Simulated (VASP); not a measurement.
Ga, 1 atom in the cell. The cell holds a sublattice, 1 atom: a = 4.003 Å, b = 4.003 Å, c = 4.003 Å, α = 90.00°, β = 90.00°, γ = 90.00°. 

| Quantity | Value |
| --- | --- |
| Program | VASP 6.6.1 |
| Task | single point |
| Functional | PBE |
| Potentials or basis | VASP PAW PBE potentials, release 64 (Ga_d) |
| Cutoff | 400 eV |
| k mesh | 8 × 8 × 8 |
| Occupations | gaussian, width 0.1 eV |
| Spin | no spin polarisation |
| Dipole correction | no |
| Further INCAR settings | ALGO = Normal; EDIFF = 1e-06; NBANDS = 12 |

Potentials or basis: VASP PAW PBE potentials, release 64 (Ga_d).

Launch:

```console
$ cat potpaw_PBE.64/Ga_d/POTCAR > POTCAR
$ mpirun -np 1 vasp_std > vasp.out
```

Hardware: 1 thread of Intel(R) Xeon(R) Platinum 8559C (Emerald Rapids) (shared host).

Problem. Estimate the wall time of this run.

Solution. Wall time 7.2 s on 1 thread of Intel(R) Xeon(R) Platinum 8559C (Emerald Rapids) (shared host), peak memory 0.15 GiB. Counts: scf iterations 11, k points 35.
